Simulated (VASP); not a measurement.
# CuO (P1) in VASP: further runs

The runs below take CuO through single point, with PBEsol, RPBE, LDA+U.

All numbers are computed with VASP 6.6.1; they aren't measurements. Logs are shortened: lines on timing, memory, paths and dates and some standing lists are left out, and cuts for length are marked.

### 1 The cell of the first run

The typed cell holds 2 atoms: a = 3.033 Å, b = 3.033 Å, c = 3.033 Å, α = 60.00°, β = 60.00°, γ = 60.00°.

### 2 Single point, PBEsol

The input, INCAR:

```
ALGO     = Normal         # electronic algorithm
EDIFF    = 1E-6           # SCF threshold, eV
ENCUT    = 820            # plane-wave cutoff, eV
GGA      = PS             # functional
GGA_COMPAT= F            
ISIF     = 2              # what is computed and relaxed
ISMEAR   = -1             # smearing method
LASPH    = T              # aspherical terms in the spheres
LCHARG   = F              # write CHGCAR
LREAL    = F              # projectors in reciprocal space
LWAVE    = F              # write WAVECAR
NBANDS   = 20             # bands
NELM     = 120            # most SCF steps
PREC     = Accurate       # precision mode
SIGMA    = 0.05           # smearing width, eV
```

The input, KPOINTS:

```
k-points
0
Gamma
  11 11 11
```

The input, POSCAR:

```
CuO
1.0
    0.0000000000      2.1444126677      2.1444126677
    2.1444126677      0.0000000000      2.1444126677
    2.1444126677      2.1444126677      0.0000000000
Cu O
1 1
Direct
    0.0294977200      0.0281008700      0.9080259900
    0.4705022800      0.4718991300      0.5919740100
```

Potentials or basis: VASP PAW PBE potentials, release 64 (Cu_sv_GW, O).

Command:

```
$ cat potpaw_PBE.64/Cu_sv_GW/POTCAR potpaw_PBE.64/O/POTCAR > POTCAR
$ mpirun -np 1 vasp_std > vasp.out
```

OUTCAR:

```text
EDIFF = 1E-6
   ENCUT = 820
   GGA = PS
   ISIF = 2
   ISMEAR = -1
   LASPH = T
   LREAL = F
   NELM = 120
   PREC = Accurate

 ion  position               nearest neighbor table
   1  0.029  0.028  0.908-   2 1.91   2 1.91   2 1.94
   2  0.471  0.472  0.592-   1 1.91   1 1.91   1 1.94

  LATTYP: Found a face centered cubic cell.
 ALAT       =     4.2888253354

  Lattice vectors:

 A1 = (   0.0000000000,   2.1444126677,   2.1444126677)
 A2 = (   2.1444126677,   0.0000000000,   2.1444126677)
 A3 = (   2.1444126677,   2.1444126677,   0.0000000000)

Analysis of symmetry for initial positions (statically):
=====================================================================
 Subroutine PRICEL returns:
 Original cell was already a primitive cell.

 Routine SETGRP: Setting up the symmetry group for a
 face centered cubic supercell.

 Subroutine GETGRP returns: Found  1 space group operations
 (whereof  1 operations were pure point group operations)
 out of a pool of 48 trial point group operations.

The static configuration has the point symmetry C_1 .

Analysis of symmetry for dynamics (positions and initial velocities):
=====================================================================
 Subroutine PRICEL returns:
 Original cell was already a primitive cell.

 Routine SETGRP: Setting up the symmetry group for a
 face centered cubic supercell.

 Subroutine GETGRP returns: Found  1 space group operations
 (whereof  1 operations were pure point group operations)
 out of a pool of 48 trial point group operations.

The dynamic configuration has the point symmetry C_1 .

 Subroutine INISYM returns: Found  1 space group operations
 (whereof  1 operations are pure point group operations),
 and found     1 'primitive' translations

----------------------------------------------------------------------------------------

                                     Primitive cell

  volume of cell :      19.7222

  direct lattice vectors                    reciprocal lattice vectors
     0.000000000  2.144412668  2.144412668    -0.233164077  0.233164077  0.233164077
     2.144412668  0.000000000  2.144412668     0.233164077 -0.233164077  0.233164077
     2.144412668  2.144412668  0.000000000     0.233164077  0.233164077 -0.233164077

  length of vectors
     3.032657478  3.032657478  3.032657478     0.403852028  0.403852028  0.403852028

  position of ions in fractional coordinates (direct lattice)
     0.029497720  0.028100870  0.908025990
     0.470502280  0.471899130  0.591974010

  ion indices of the primitive-cell ions
   primitive index   ion index
                 1           1
                 2           2

----------------------------------------------------------------------------------------

 KPOINTS: k-points

Automatic generation of k-mesh.
 Grid dimensions read from file:
 generate k-points for:   11   11   11

 Generating k-lattice:

  Cartesian coordinates                     Fractional coordinates (reciprocal lattice)
    -0.021196734  0.021196734  0.021196734     0.090909091  0.000000000  0.000000000
     0.021196734 -0.021196734  0.021196734     0.000000000  0.090909091  0.000000000
     0.021196734  0.021196734 -0.021196734     0.000000000  0.000000000  0.090909091

  Length of vectors
     0.036713821  0.036713821  0.036713821

  Shift w.r.t. Gamma in fractional coordinates (k-lattice)
     0.000000000  0.000000000  0.000000000

 Subroutine IBZKPT returns following result:
 ===========================================

 Found    666 irreducible k-points:

 Following reciprocal coordinates:
            Coordinates               Weight
  0.000000  0.000000  0.000000      1.000000
  0.090909  0.000000  0.000000      2.000000
  0.000000  0.090909  0.000000      2.000000
  0.000000  0.000000  0.090909      2.000000
  0.090909  0.090909  0.090909      2.000000
  0.181818  0.000000  0.000000      2.000000
[... 16 lines left out ...]
  0.000000  0.090909  0.090909      2.000000
  0.090909  0.000000  0.090909      2.000000
 [... further k-points ...]
   k-points           NKPTS =    666   k-points in BZ     NKDIM =    666   number of bands    NBANDS=     20
   number of dos      NEDOS =    301   number of ions     NIONS =      2
   total plane-waves  NPLWV =  21952
   dimension x,y,z NGX =    28 NGY =   28 NGZ =   28
   dimension x,y,z NGXF=    56 NGYF=   56 NGZF=   56
   ions per type =               1   1
   NGX,Y,Z   is equivalent  to a cutoff of  15.35, 15.35, 15.35 a.u.
   NGXF,Y,Z  is equivalent  to a cutoff of  30.70, 30.70, 30.70 a.u.
 SYSTEM =  unknown system
   PREC   = accura    normal or accurate (medium, high low for compatibility)
   ISTART =      0    job   : 0-new  1-cont  2-samecut
   ICHARG =      2    charge: 1-file 2-atom 10-const
   ISPIN  =      1    spin polarized calculation?
   LNONCOLLINEAR =      F non collinear calculations
   LSORBIT =      F    spin-orbit coupling
   LASPH  =      T    aspherical Exc in radial PAW
   ENCUT  =  820.0 eV  60.27 Ry    7.76 a.u.   7.08  7.08  7.08*2*pi/ulx,y,z
   NELM   =    120;   NELMIN=  2; NELMDL= -5     # of ELM steps
   EDIFF  = 0.1E-05   stopping-criterion for ELM
   LREAL  =      F    real-space projection
[... 7 lines left out ...]
   TEBEG  =    0.0;   TEEND  =   0.0 temperature during run
   PSTRESS=    0.0 pullay stress
   NELECT =      25.0000    total number of electrons
   NUPDOWN=      -1.0000    fix difference up-down
   EMIN   =  10.00;   EMAX   =-10.00  energy-range for DOS
   EFERMI =   0.00;   METHOD = LEGACY
   ISMEAR =    -1;   SIGMA  =   0.05  broadening in eV -4-tet -1-fermi 0-gaus
   EFERMI_NEDOS =   21; number of points for ismear=-14 and -15
   IALGO  =     38    algorithm
   IMIX   =      4    mixing-type and parameters
     AMIX     =   0.40;   BMIX     =  1.00
     AMIX_MAG =   1.60;   BMIX_MAG =  1.00
  volume/ion in A,a.u.               =       9.86        66.55
  Fermi-wavevector in a.u.,A,eV,Ry     =   1.771753  3.348127 42.710159  3.139108
  Thomas-Fermi vector in A             =   2.838281
   LORBIT       =      0    0 simple, 1 ext, 2 COOP (PROOUT), +10 PAW based schemes
   GGA     = PS    functional components
   LHFCALC =     F    Hartree Fock is set to
   AEXX    =    0.0000 exact exchange contribution
   IVDW    =     0    specifies the selected vdW correction
   LEPSILON=     F    determine dielectric tensor
   LRPA    =     F    only Hartree local field effects (RPA)
 non-spin polarized calculation
  energy-cutoff  :      820.00
  volume of cell :       19.72
 maximum number of plane-waves:      1067
   NGX = 15   NGY = 15   NGZ = 15

 number of electron      25.0000000 magnetization

 Free energy of the ion-electron system (eV)
  ---------------------------------------------------
  ext. energy  EPLUGINS =         0.00000000
  ---------------------------------------------------
  free energy    TOTEN  =       -10.18718402 eV

  energy without entropy =      -10.16500728  energy(sigma->0) =      -10.17609565

 E-fermi :   5.5191     XC(G=0): -12.7816

 val. band max:        5.5183734847   @ k =  -0.1818   0.0909  -0.0909
 cond. band min:       5.5233505513   @ k =   0.2727   0.2727  -0.2727
 fundamental gap:      0.0049770666
 Fermi energy:         5.5191079151

 k-point     1 :       0.0000    0.0000    0.0000
  band No.  band energies     occupation
      1    -106.3365      2.00000
      2     -63.9230      2.00000
      3     -63.9031      2.00000
      4     -63.7714      2.00000
      5     -13.8291      2.00000
      6       1.1289      2.00000
[... 12 lines left out ...]
     19      26.7562      0.00000
     20      26.8025      0.00000

 k-point     2 :       0.0909    0.0000    0.0000
  band No.  band energies     occupation
      1    -106.3360      2.00000
      2     -63.9233      2.00000
      3     -63.9032      2.00000
      4     -63.7713      2.00000
      5     -13.7501      2.00000
      6       0.8154      2.00000
[... 12 lines left out ...]
     19      26.2034      0.00000
     20      26.7422      0.00000

 k-point     3 :       0.0000    0.0909    0.0000
  band No.  band energies     occupation
      1    -106.3360      2.00000
      2     -63.9234      2.00000
      3     -63.9030      2.00000
      4     -63.7713      2.00000
      5     -13.7501      2.00000
      6       0.8085      2.00000
[... 12 lines left out ...]
     19      26.2112      0.00000
     20      26.7357      0.00000

 k-point     4 :       0.0000    0.0000    0.0909
  band No.  band energies     occupation
      1    -106.3360      2.00000
      2     -63.9228      2.00000
      3     -63.9029      2.00000
      4     -63.7719      2.00000
      5     -13.7515      2.00000
      6       1.0316      2.00000
[... 12 lines left out ...]
     19      26.2407      0.00000
     20      26.2839      0.00000

 k-point     5 :       0.0909    0.0909    0.0909
  band No.  band energies     occupation
      1    -106.3360      2.00000
      2     -63.9228      2.00000
      3     -63.9036      2.00000
      4     -63.7713      2.00000
      5     -13.7502      2.00000
      6       0.8454      2.00000
[... 12 lines left out ...]
     19      26.1738      0.00000
     20      26.7641      0.00000
[... 353 lines left out ...]
      6      -1.7418      2.00000
[... 12 lines left out ...]
     19      29.2308      0.00000
     20      29.4264      0.00000

 k-point    22 :       0.0909    0.0909    0.0000
  band No.  band energies     occupation
      1    -106.3360      2.00000
      2     -63.9232      2.00000
      3     -63.9036      2.00000
      4     -63.7717      2.00000
      5     -13.7254      2.00000
      6       0.8057      2.00000
[... 12 lines left out ...]
     19      26.6534      0.00000
     20      27.9896      0.00000

 k-point    23 :       0.0000    0.0909    0.0909
  band No.  band energies     occupation
      1    -106.3360      2.00000
      2     -63.9234      2.00000
      3     -63.9033      2.00000
      4     -63.7717      2.00000
      5     -13.7251      2.00000
      6       0.7582      2.00000
[... 12 lines left out ...]
     19      26.6333      0.00000
     20      28.0102      0.00000

 k-point    24 :       0.0909    0.0000    0.0909
  band No.  band energies     occupation
      1    -106.3360      2.00000
      2     -63.9234      2.00000
      3     -63.9034      2.00000
      4     -63.7717      2.00000
      5     -13.7251      2.00000
      6       0.7681      2.00000
[... 12 lines left out ...]
     19      26.6374      0.00000
     20      28.0055      0.00000

 [... further k-points ...]

------------------------ aborting loop because EDIFF is reached ----------------------------------------

  FORCE on cell =-STRESS in cart. coord.  units (eV):
  Direction    XX          YY          ZZ          XY          YZ          ZX
  --------------------------------------------------------------------------------------
  -------------------------------------------------------------------------------------
  Total        0.2581509      0.1726408     -0.0981894     -0.3018874      0.2172660      0.2353095
  in kB       20.9714850     14.0248744     -7.9766387    -24.5245217     17.6501000     19.1159130
  external PRESSURE =       9.0065736 kB  Pullay stress =       0.0000000 kB

 VOLUME and BASIS-vectors are now :
 -----------------------------------------------------------------------------
  energy-cutoff  :      820.00
  volume of cell :       19.72
      direct lattice vectors                 reciprocal lattice vectors
     0.000000000  2.144412668  2.144412668    -0.233164077  0.233164077  0.233164077
     2.144412668  0.000000000  2.144412668     0.233164077 -0.233164077  0.233164077
     2.144412668  2.144412668  0.000000000     0.233164077  0.233164077 -0.233164077

 POSITION                                       TOTAL-FORCE (eV/Angst)
 -----------------------------------------------------------------------------------
      2.00744      2.01044      0.12352         0.369723      0.325769     -0.196457
      2.28138      2.27839      2.02090        -0.369723     -0.325769      0.196457
 -----------------------------------------------------------------------------------
    total drift:                                0.003058      0.002943     -0.003080

  FREE ENERGIE OF THE ION-ELECTRON SYSTEM (eV)
  ---------------------------------------------------
  free  energy   TOTEN  =       -10.1871840185 eV

  energy  without entropy=      -10.1650072810  energy(sigma->0) =      -10.17609565
```

Wall time 6.7 min (1 thread of AMD EPYC 7R13 (Zen 3), shared host); peak memory 0.64 GiB.

Results:

```yaml
Free_energy: -10.1872 eV
Pressure: 0.9 GPa
Largest_force: 0.530 eV/Å
Band_gap_on_the_k_mesh: zero (an odd number of electrons rules out a gap without spin polarisation)
```

Forces on the atoms (eV/Å):
```
Cu   0.370  0.326 -0.196
O   -0.370 -0.326  0.196
```

Stress tensor (GPa, compression positive):
```
 2.10 -2.45  1.91
-2.45  1.40  1.77
 1.91  1.77 -0.80
```

Caveat: the PAW data sets were made with another functional, which shifts forces and pressure a little; an odd number of electrons without spin polarisation forces a metal; a magnetic or distorted state may lie lower; semilocal functionals often make such compounds metallic where correlation or magnetic order opens a gap, which also shifts bond lengths. With open d or f shells a metallic result of PBEsol can be an artefact of self-interaction; +U or a hybrid may open a gap.

### 3 Single point, RPBE

This run uses another cell than the first one, of 9.48 Å³/atom.

The input, INCAR:

```
SYSTEM = CuO
PREC = Accurate
ENCUT = 820
EDIFF = 1E-6
ISMEAR = -1
SIGMA = 0.05
LREAL = .FALSE.
LASPH = .TRUE.
NELM = 120
ALGO = Normal
ISIF = 2
LWAVE = .FALSE.
LCHARG = .FALSE.
GGA = RP
NBANDS = 20
GGA_COMPAT = .FALSE.
```

The input, KPOINTS:

```
Automatic mesh
0
G
  11 11 11
  0 0 0
```

The input, POSCAR:

```
CuO
1.0
    0.0000000000      2.1165600000      2.1165600000
    2.1165600000      0.0000000000      2.1165600000
    2.1165600000      2.1165600000      0.0000000000
Cu O
1 1
Direct
    0.0294977200      0.0281008700      0.9080259900
    0.4705022800      0.4718991300      0.5919740100
```

Potentials or basis: VASP PAW PBE potentials, release 64 (Cu_sv_GW, O).

Command:

```
$ cat potpaw_PBE.64/Cu_sv_GW/POTCAR potpaw_PBE.64/O/POTCAR > POTCAR
$ mpirun -np 1 vasp_std > vasp.out
```

It took 13 min on 1 thread of AMD EPYC 7R43 (Zen 3), shared host; peak memory 0.61 GiB.

The run converged. Its results:

```yaml
Free_energy: -8.2671 eV
Pressure: 23.4 GPa
Largest_force: 1.041 eV/Å
Band_gap_on_the_k_mesh: zero (an odd number of electrons rules out a gap without spin polarisation)
```

Forces on the atoms (eV/Å):
```
Cu   0.691  0.632 -0.455
O   -0.691 -0.632  0.455
```

Stress tensor (GPa, compression positive):
```
24.95 -4.75  3.98
-4.75 24.07  3.78
 3.98  3.78 21.29
```

Levels at points of the mesh, in eV from the Fermi level:
```
           k point  band 9  band 10  band 11  band 12  band 13  band 14  band 15  band 16  band 17  band 18
(0.00, 0.00, 0.00)   -2.50    -2.46    -0.55    -0.23    -0.20     1.49    16.95    18.14    18.26    18.92
```

Caveat: the cell stands under pressure; the PAW data sets were made with another functional, which shifts forces and pressure a little; an odd number of electrons without spin polarisation forces a metal; a magnetic or distorted state may lie lower; semilocal functionals often make such compounds metallic where correlation or magnetic order opens a gap, which also shifts bond lengths. With open d or f shells a metallic result of RPBE can be an artefact of self-interaction; +U or a hybrid may open a gap.

(Part 1 of 2 ends here.)
